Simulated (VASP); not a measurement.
Set up this calculation in VASP 6.6.1, as the native input.

```
Task                   : relaxation of cell and atoms
Functional             : PBEsol
Potentials or basis    : VASP PAW PBE potentials, release 64 (Rh_pv)
Cutoff                 : 500 eV
k mesh                 : 20 × 20 × 20
Occupations            : gaussian, width 0.1 eV
Spin                   : no spin polarisation
Dipole correction      : no
Further INCAR settings : ALGO = Normal; EDIFF = 1e-07; IBRION = 2; EDIFFG = -0.002; NSW = 100; ISIF = 3
```

The structure of Rh lies in POSCAR:

```
Rh
1.0
   -1.5110298079      1.5110298079      1.5110298079
    1.5110298079     -1.5110298079      1.5110298079
    1.5110298079      1.5110298079     -1.5110298079
Rh
1
Direct
    0.0000000000      0.0000000000      0.0000000000
```

This isn't the form of Rh at room conditions, which is fcc.

One way to write it, as run:

INCAR

```
PREC = Accurate ; ENCUT = 500
EDIFF = 1E-7 ; ISMEAR = 0
SIGMA = 0.1 ; LREAL = F
LASPH = T ; NELM = 120
ALGO = Normal ; ISIF = 3
LWAVE = F ; LCHARG = F
GGA = PS ; IBRION = 2
NSW = 100 ; EDIFFG = -0.002
GGA_COMPAT = F ; NELMIN = 4
```

KPOINTS

```
Automatic mesh
0
Gamma
  20 20 20
```

Potentials or basis: VASP PAW PBE potentials, release 64 (Rh_pv).

Command:

```console
$ cat potpaw_PBE.64/Rh_pv/POTCAR > POTCAR
$ mpirun -np 1 vasp_std > vasp.out
```

Results of the run:

```
Relaxed volume                        : 13.89 Å³/atom
Relaxed cell                          : a = 2.623 Å, b = 2.623 Å, c = 2.623 Å, α = 109.47°, β = 109.47°, γ = 109.47°
Space group after relaxing (to 0.1 Å) : Im-3m (No. 229)
Energy gained by relaxing             : 0.5 meV/atom
Ionic steps                           : 3
Pressure after relaxing               : 0.0 GPa
Band gap on the k mesh                : zero (an odd number of electrons rules out a gap without spin polarisation)
```

Caveat: the PAW data sets were made with another functional, which shifts forces and pressure a little.

It took 120 s on 1 thread of Intel Xeon 8259CL (shared host), peak memory 0.16 GiB.
